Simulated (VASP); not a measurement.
# GaN in VASP: a series of runs

GaN is run at these levels: LDA; tasks: single point, relaxation of cell and atoms.

Program: VASP 6.6.1. These are calculated values, not measurements. Logs are shortened: lines on timing, memory, paths and dates and some standing lists are left out, and cuts for length are marked.

**Experimental background.**

From “Studying electronic properties in GaN without electrical contacts using γ-γ vs e−-γ Perturbed Angular Correlations”, 2019, pmc:6823545, for a bulk crystal of GaN: band gap 3.503 ± 0.005 eV (direct).

The results are compared with them further down.

## 1. The cell of the first run

Symmetry: P6_3mc, No. 186, hexagonal system. The conventional cell has a = 3.168 Å, b = 3.168 Å, c = 5.138 Å, α = 90.00°, β = 90.00°, γ = 120.00°. Ga (site symmetry 3m) has 4 N at 1.93 to 1.94 Å within 2.6 Å. N (site symmetry 3m) has 4 Ga at 1.93 to 1.94 Å within 2.6 Å.

## 2. Single point, LDA

Input file INCAR:

```
PREC = Accurate
ENCUT = 520
EDIFF = 1E-6
ISMEAR = 0
SIGMA = 0.01
LREAL = F
LASPH = T
NELM = 60
ALGO = Normal
ISIF = 2
LWAVE = F
LCHARG = T
LELF = T
LVHAR = T
NBANDS = 26
```

Input file KPOINTS:

```
regular mesh
0
Gamma
  8 8 5
```

Input file POSCAR:

```
GaN
1.0
    3.1675547629      0.0000000000      0.0000000000
   -1.5837773814      2.7431828925      0.0000000000
    0.0000000000      0.0000000000      5.1382821540
Ga N
2 2
Direct
    0.3333333333      0.6666666667     -0.0011388927
    0.6666666667      0.3333333333      0.4988611073
    0.3333333333      0.6666666667      0.3761388927
    0.6666666667      0.3333333333      0.8761388927
```

Potentials or basis: VASP PAW LDA potentials, release 64 (Ga_d, N).

On the command line:

```
> cat potpaw_LDA.64/Ga_d/POTCAR potpaw_LDA.64/N/POTCAR > POTCAR
> mpirun -np 1 vasp_std > vasp.out
```

OUTCAR:

```text
PREC = Accurate
   ENCUT = 520
   EDIFF = 1E-6
   ISMEAR = 0
   LREAL = F
   LASPH = T
   NELM = 60
   ISIF = 2

 ion  position               nearest neighbor table
   1  0.333  0.667  0.999-   4 1.93   4 1.93   4 1.93   3 1.94
   2  0.667  0.333  0.499-   3 1.93   3 1.93   3 1.93   4 1.94
   3  0.333  0.667  0.376-   2 1.93   2 1.93   2 1.93   1 1.94
   4  0.667  0.333  0.876-   1 1.93   1 1.93   1 1.93   2 1.94

  LATTYP: Found a hexagonal cell.
 ALAT       =     3.1675547629
 C/A-ratio  =     1.6221604798

  Lattice vectors:

 A1 = (   3.1675547629,   0.0000000000,   0.0000000000)
 A2 = (  -1.5837773814,   2.7431828925,   0.0000000000)
 A3 = (   0.0000000000,   0.0000000000,   5.1382821540)

Analysis of symmetry for initial positions (statically):
=====================================================================
 Subroutine PRICEL returns:
 Original cell was already a primitive cell.

 Routine SETGRP: Setting up the symmetry group for a
 hexagonal supercell.

 Subroutine GETGRP returns: Found 12 space group operations
 (whereof  6 operations were pure point group operations)
 out of a pool of 24 trial point group operations.

The static configuration has the point symmetry C_3v.
 The point group associated with its full space group is C_6v.

Analysis of symmetry for dynamics (positions and initial velocities):
=====================================================================
 Subroutine PRICEL returns:
 Original cell was already a primitive cell.

 Routine SETGRP: Setting up the symmetry group for a
 hexagonal supercell.

 Subroutine GETGRP returns: Found 12 space group operations
 (whereof  6 operations were pure point group operations)
 out of a pool of 24 trial point group operations.

The dynamic configuration has the point symmetry C_3v.
 The point group associated with its full space group is C_6v.

 Subroutine INISYM returns: Found 12 space group operations
 (whereof  6 operations are pure point group operations),
 and found     1 'primitive' translations

----------------------------------------------------------------------------------------

                                     Primitive cell

  volume of cell :      44.6475

  direct lattice vectors                    reciprocal lattice vectors
     3.167554763  0.000000000  0.000000000     0.315700935  0.182270020  0.000000000
    -1.583777381  2.743182893  0.000000000     0.000000000  0.364540040  0.000000000
     0.000000000  0.000000000  5.138282154     0.000000000  0.000000000  0.194617573

  length of vectors
     3.167554763  3.167554763  5.138282154     0.364540039  0.364540040  0.194617573

  position of ions in fractional coordinates (direct lattice)
     0.333333333  0.666666667  0.998861107
     0.666666667  0.333333333  0.498861107
     0.333333333  0.666666667  0.376138893
     0.666666667  0.333333333  0.876138893

  ion indices of the primitive-cell ions
   primitive index   ion index
                 1           1
                 2           2
                 3           3
                 4           4

----------------------------------------------------------------------------------------

 KPOINTS: regular mesh

Automatic generation of k-mesh.
 Grid dimensions read from file:
 generate k-points for:    8    8    5

 Generating k-lattice:

  Cartesian coordinates                     Fractional coordinates (reciprocal lattice)
     0.039462617  0.022783752  0.000000000     0.125000000  0.000000000  0.000000000
     0.000000000  0.045567505  0.000000000     0.000000000  0.125000000  0.000000000
     0.000000000  0.000000000  0.038923515     0.000000000  0.000000000  0.200000000

  Length of vectors
     0.045567505  0.045567505  0.038923515

  Shift w.r.t. Gamma in fractional coordinates (k-lattice)
     0.000000000  0.000000000  0.000000000

 Subroutine IBZKPT returns following result:
 ===========================================

 Found     30 irreducible k-points:

 Following reciprocal coordinates:
            Coordinates               Weight
  0.000000  0.000000  0.000000      1.000000
  0.125000  0.000000  0.000000      6.000000
  0.250000  0.000000  0.000000      6.000000
  0.375000  0.000000  0.000000      6.000000
  0.500000  0.000000  0.000000      3.000000
  0.125000  0.125000  0.000000      6.000000
[... 16 lines left out ...]
  0.250000  0.000000  0.400000     12.000000
  0.375000  0.000000  0.400000     12.000000
 [... further k-points ...]
   k-points           NKPTS =     30   k-points in BZ     NKDIM =     30   number of bands    NBANDS=     26
   number of dos      NEDOS =    301   number of ions     NIONS =      4
   total plane-waves  NPLWV =  23040
   dimension x,y,z NGX =    24 NGY =   24 NGZ =   40
   dimension x,y,z NGXF=    48 NGYF=   48 NGZF=   80
   ions per type =               2   2
   NGX,Y,Z   is equivalent  to a cutoff of  12.60, 12.60, 12.94 a.u.
   NGXF,Y,Z  is equivalent  to a cutoff of  25.19, 25.19, 25.88 a.u.
 SYSTEM =  unknown system
   PREC   = accura    normal or accurate (medium, high low for compatibility)
   ISTART =      0    job   : 0-new  1-cont  2-samecut
   ICHARG =      2    charge: 1-file 2-atom 10-const
   ISPIN  =      1    spin polarized calculation?
   LNONCOLLINEAR =      F non collinear calculations
   LSORBIT =      F    spin-orbit coupling
   LASPH  =      T    aspherical Exc in radial PAW
   ENCUT  =  520.0 eV  38.22 Ry    6.18 a.u.   5.89  5.89  9.55*2*pi/ulx,y,z
   NELM   =     60;   NELMIN=  2; NELMDL= -5     # of ELM steps
   EDIFF  = 0.1E-05   stopping-criterion for ELM
   LREAL  =      F    real-space projection
   EDIFFG = 0.1E-04   stopping-criterion for IOM
   NSW    =      0    number of steps for IOM
   IBRION =     -1    ionic relax: 0-MD 1-quasi-New 2-CG
   NFREE  =      0    steps in history (QN), initial steepest desc. (CG)
   ISIF   =      2    stress and relaxation
   ISYM   =      2    0-nonsym 1-usesym 2-fastsym
   POTIM  = 0.5000    time-step for ionic-motion
   TEBEG  =    0.0;   TEEND  =   0.0 temperature during run
   PSTRESS=    0.0 pullay stress
   NELECT =      36.0000    total number of electrons
   NUPDOWN=      -1.0000    fix difference up-down
   EMIN   =  10.00;   EMAX   =-10.00  energy-range for DOS
   EFERMI =   0.00;   METHOD = LEGACY
   ISMEAR =     0;   SIGMA  =   0.01  broadening in eV -4-tet -1-fermi 0-gaus
   EFERMI_NEDOS =   21; number of points for ismear=-14 and -15
   IALGO  =     38    algorithm
   IMIX   =      4    mixing-type and parameters
     AMIX     =   0.40;   BMIX     =  1.00
     AMIX_MAG =   1.60;   BMIX_MAG =  1.00
  volume/ion in A,a.u.               =      11.16        75.32
  Fermi-wavevector in a.u.,A,eV,Ry     =   1.523737  2.879446 31.589664  2.321775
  Thomas-Fermi vector in A             =   2.632140
   LORBIT       =      0    0 simple, 1 ext, 2 COOP (PROOUT), +10 PAW based schemes
   GGA     = CA    functional components
   LHFCALC =     F    Hartree Fock is set to
   AEXX    =    0.0000 exact exchange contribution
   IVDW    =     0    specifies the selected vdW correction
   LEPSILON=     F    determine dielectric tensor
   LRPA    =     F    only Hartree local field effects (RPA)
 non-spin polarized calculation
 Gauss-broadening in eV      SIGMA  =   0.01
  energy-cutoff  :      520.00
  volume of cell :       44.65
 maximum number of plane-waves:      1216
 NGX is ok and might be reduce to    24
   NGX = 11   NGY = 11   NGZ = 19

 number of electron      36.0000020 magnetization

 Free energy of the ion-electron system (eV)
  ---------------------------------------------------
  ext. energy  EPLUGINS =         0.00000000
  ---------------------------------------------------
  free energy    TOTEN  =       -27.90923301 eV

  energy without entropy =      -27.90923301  energy(sigma->0) =      -27.90923301

 E-fermi :   5.4272     XC(G=0): -12.2446

 val. band max:        5.3180807457   @ k =   0.0000   0.0000   0.0000
 cond. band min:       7.4144493388   @ k =   0.0000   0.0000   0.0000
 fundamental gap:      2.0963685931
 Fermi energy:         5.4272397503

 k-point     1 :       0.0000    0.0000    0.0000
  band No.  band energies     occupation
      1     -10.7257      2.00000
      2      -9.7777      2.00000
      3      -8.2460      2.00000
      4      -8.2307      2.00000
      5      -8.2307      2.00000
      6      -8.1651      2.00000
[... 18 lines left out ...]
     25      17.0014      0.00000
     26      17.0014      0.00000

 k-point     2 :       0.1250    0.0000    0.0000
  band No.  band energies     occupation
      1     -10.5673      2.00000
      2      -9.7400      2.00000
      3      -8.2288      2.00000
      4      -8.2081      2.00000
      5      -8.1818      2.00000
      6      -8.1447      2.00000
[... 18 lines left out ...]
     25      16.5853      0.00000
     26      17.3337      0.00000

 k-point     3 :       0.2500    0.0000    0.0000
  band No.  band energies     occupation
      1     -10.1974      2.00000
      2      -9.6695      2.00000
      3      -8.1879      2.00000
      4      -8.1683      2.00000
      5      -8.1014      2.00000
      6      -8.0562      2.00000
[... 18 lines left out ...]
     25      16.7108      0.00000
     26      18.0177      0.00000

 k-point     4 :       0.3750    0.0000    0.0000
  band No.  band energies     occupation
      1      -9.8875      2.00000
      2      -9.6259      2.00000
      3      -8.1756      2.00000
      4      -8.1536      2.00000
      5      -8.0627      2.00000
      6      -8.0013      2.00000
[... 18 lines left out ...]
     25      17.1582      0.00000
     26      18.6318      0.00000

 k-point     5 :       0.5000    0.0000    0.0000
  band No.  band energies     occupation
      1      -9.7886      2.00000
      2      -9.6147      2.00000
      3      -8.1808      2.00000
      4      -8.1534      2.00000
      5      -8.0516      2.00000
      6      -8.0058      2.00000
[... 18 lines left out ...]
     25      17.7001      0.00000
     26      18.6879      0.00000

 k-point     6 :       0.1250    0.1250    0.0000
  band No.  band energies     occupation
      1     -10.3020      2.00000
      2      -9.6871      2.00000
      3      -8.1898      2.00000
      4      -8.1840      2.00000
      5      -8.1163      2.00000
      6      -8.1075      2.00000
[... 427 lines left out ...]
 k-point    21 :       0.0000    0.0000    0.4000
  band No.  band energies     occupation
      1     -10.2963      2.00000
      2      -9.9859      2.00000
      3      -8.2184      2.00000
      4      -8.2184      2.00000
      5      -8.1978      2.00000
      6      -8.1978      2.00000
[... 18 lines left out ...]
     25      15.9571      0.00000
     26      15.9571      0.00000

 k-point    22 :       0.1250    0.0000    0.4000
  band No.  band energies     occupation
      1     -10.1764      2.00000
      2      -9.9087      2.00000
      3      -8.2035      2.00000
      4      -8.1911      2.00000
      5      -8.1818      2.00000
      6      -8.1677      2.00000
[... 18 lines left out ...]
     25      15.8394      0.00000
     26      16.3605      0.00000

 k-point    23 :       0.2500    0.0000    0.4000
  band No.  band energies     occupation
      1      -9.9204      2.00000
      2      -9.7560      2.00000
      3      -8.1780      2.00000
      4      -8.1500      2.00000
      5      -8.1321      2.00000
      6      -8.0972      2.00000
[... 18 lines left out ...]
     25      16.6053      0.00000
     26      17.2137      0.00000

 k-point    24 :       0.3750    0.0000    0.4000
  band No.  band energies     occupation
      1      -9.7326      2.00000
      2      -9.6529      2.00000
      3      -8.1872      2.00000
      4      -8.1511      2.00000
      5      -8.0907      2.00000
      6      -8.0361      2.00000
[... 18 lines left out ...]
     25      16.9511      0.00000
     26      17.8984      0.00000

 [... further k-points ...]

------------------------ aborting loop because EDIFF is reached ----------------------------------------

  FORCE on cell =-STRESS in cart. coord.  units (eV):
  Direction    XX          YY          ZZ          XY          YZ          ZX
  --------------------------------------------------------------------------------------
  -------------------------------------------------------------------------------------
  Total       -0.3999091     -0.3999091      0.0166799     -0.0000000      0.0000000      0.0000000
  in kB      -14.3507646    -14.3507646      0.5985609     -0.0000000      0.0000000      0.0000000
  external PRESSURE =      -9.3676561 kB  Pullay stress =       0.0000000 kB

 VOLUME and BASIS-vectors are now :
 -----------------------------------------------------------------------------
  energy-cutoff  :      520.00
  volume of cell :       44.65
      direct lattice vectors                 reciprocal lattice vectors
     3.167554763  0.000000000  0.000000000     0.315700935  0.182270020  0.000000000
    -1.583777381  2.743182893  0.000000000     0.000000000  0.364540040  0.000000000
     0.000000000  0.000000000  5.138282154     0.000000000  0.000000000  0.194617573

 POSITION                                       TOTAL-FORCE (eV/Angst)
 -----------------------------------------------------------------------------------
     -0.00000      1.82879      5.13243        -0.000000      0.000000      0.000754
      1.58378      0.91439      2.56329         0.000000     -0.000000      0.000754
     -0.00000      1.82879      1.93271        -0.000000     -0.000000     -0.000754
      1.58378      0.91439      4.50185        -0.000000      0.000000     -0.000754
 -----------------------------------------------------------------------------------
    total drift:                               -0.000001     -0.000001      0.001362

  FREE ENERGIE OF THE ION-ELECTRON SYSTEM (eV)
  ---------------------------------------------------
  free  energy   TOTEN  =       -27.9092330123 eV

  energy  without entropy=      -27.9092330123  energy(sigma->0) =      -27.90923301
```

It took 29 s on 1 thread of AMD EPYC 7R43 (Zen 3), shared host; peak memory 0.11 GiB.

What came out:

```yaml
Free_energy: -27.9092 eV
Pressure: -0.9 GPa
Band_gap_on_the_k_mesh: 2.10 eV
```

## 3. Single point, LDA

This run uses another cell than the first one, of 11.11 Å³/atom.

Input file INCAR:

```
SYSTEM = GaN
PREC     = Accurate       ! precision mode
ENCUT    = 520            ! plane-wave cutoff, eV
EDIFF    = 1E-7           ! SCF threshold, eV
ISMEAR   = 0              ! smearing method
SIGMA    = 0.01           ! smearing width, eV
LREAL    = .False.        ! projectors in reciprocal space
LASPH    = .True.         ! aspherical terms in the spheres
NELM     = 60             ! most SCF steps
ALGO     = Normal         ! electronic algorithm
ISIF     = 2              ! what is computed and relaxed
LWAVE    = .False.        ! write WAVECAR
LCHARG   = .False.        ! write CHGCAR
NBANDS   = 26             ! bands
```

Input file KPOINTS:

```
Automatic mesh
0
Gamma
  8 8 5
  0 0 0
```

Input file POSCAR:

```
GaN
1.0
    3.1517957840      0.0000000000      0.0000000000
   -1.5758978920      2.7295352164      0.0000000000
    0.0000000000      0.0000000000      5.1639735648
Ga N
2 2
Direct
    0.3333333333      0.6666666667     -0.0003011280
    0.6666666667      0.3333333333      0.4996988720
    0.3333333333      0.6666666667      0.3753011280
    0.6666666667      0.3333333333      0.8753011280
```

Potentials or basis: VASP PAW LDA potentials, release 64 (Ga_d, N).

On the command line:

```
> cat potpaw_LDA.64/Ga_d/POTCAR potpaw_LDA.64/N/POTCAR > POTCAR
> mpirun -np 1 vasp_std > vasp.out
```

Run time: 32 s. Hardware: 1 thread of AMD EPYC 7R43 (Zen 3), shared host; peak memory 0.12 GiB.

It converged, with:

```yaml
Free_energy: -27.9096 eV
Pressure: 0.1 GPa
Band_gap_on_the_k_mesh: 2.09 eV
```

Forces on the atoms (eV/Å):
```
Ga   0.000  0.000  0.003
Ga   0.000  0.000  0.003
N    0.000  0.000 -0.003
N    0.000  0.000 -0.003
```

Stress tensor (GPa, compression positive):
```
 0.62  0.00  0.00
 0.00  0.62  0.00
 0.00  0.00 -0.95
```

Levels at points of the mesh, in eV from the valence-band top:
```tsv
k point	band 16	band 17	band 18	band 19	band 20	band 21
(0.00, 0.00, 0.00)	-0.08	0.00	0.00	2.09	4.40	9.14
(0.50, 0.00, 0.00)	-2.85	-2.35	-1.05	5.01	5.62	5.93
```

## 4. Single point, LDA

This run uses another cell than the first one, of 11.05 Å³/atom.

Input file INCAR:

```
SYSTEM = GaN
PREC     = Accurate       ! precision mode
ENCUT    = 520            ! plane-wave cutoff, eV
EDIFF    = 1E-6           ! SCF threshold, eV
ISMEAR   = 0              ! smearing method
SIGMA    = 0.01           ! smearing width, eV
LREAL    = .False.        ! projectors in reciprocal space
LASPH    = .True.         ! aspherical terms in the spheres
NELM     = 100            ! most SCF steps
ALGO     = Normal         ! electronic algorithm
ISIF     = 2              ! what is computed and relaxed
LWAVE    = .False.        ! write WAVECAR
LCHARG   = .False.        ! write CHGCAR
GGA      = CA             ! functional
NBANDS   = 26             ! bands
```

KPOINTS is that of step 3.

Input file POSCAR:

```
GaN
1.0
    3.1675547629      0.0000000000      0.0000000000
   -1.5837773814      2.7158875404      0.0000000000
    0.0000000000      0.0000000000      5.1382821540
Ga N
2 2
Direct
    0.3330218504      0.6660437008     -0.0007046785
    0.6669781496      0.3339562992      0.4992953215
    0.3323360851      0.6646721703      0.3757046785
    0.6676639149      0.3353278297      0.8757046785
```

On the command line:

```
> cat potpaw_LDA.64/Ga_d/POTCAR potpaw_LDA.64/N/POTCAR > POTCAR
> mpirun -np 1 vasp_std > vasp.out
```

Wall time 57 s (1 thread of AMD EPYC 7R43 (Zen 3), shared host); peak memory 0.15 GiB.

Results (log left out):

* Free energy: -27.9078 eV
* Pressure: 1.1 GPa
* Band gap on the k mesh: 2.12 eV

Forces on the atoms (eV/Å):
```
Ga   0.000 -0.001  0.002
Ga   0.000  0.001  0.002
N    0.000 -0.002 -0.002
N    0.000  0.002 -0.002
```

Stress tensor (GPa, compression positive):
```
-0.04  0.00  0.00
 0.00  2.23  0.00
 0.00  0.00  1.08
```

Levels at points of the mesh, in eV from the valence-band top:
```tsv
k point	band 14	band 15	band 16	band 17	band 18	band 19	band 20	band 21	band 22	band 23
(0.00, 0.00, 0.00)	-1.16	-1.07	-0.08	-0.06	0.00	2.12	4.35	9.19	9.80	9.95
(0.50, 0.00, 0.00)	-5.51	-4.45	-2.88	-2.39	-1.05	5.03	5.68	5.97	8.67	10.33
(0.00, 0.50, 0.00)	-5.46	-4.42	-2.99	-2.35	-1.14	4.85	5.54	5.95	8.74	10.26
```

[end of part 1 of 2]
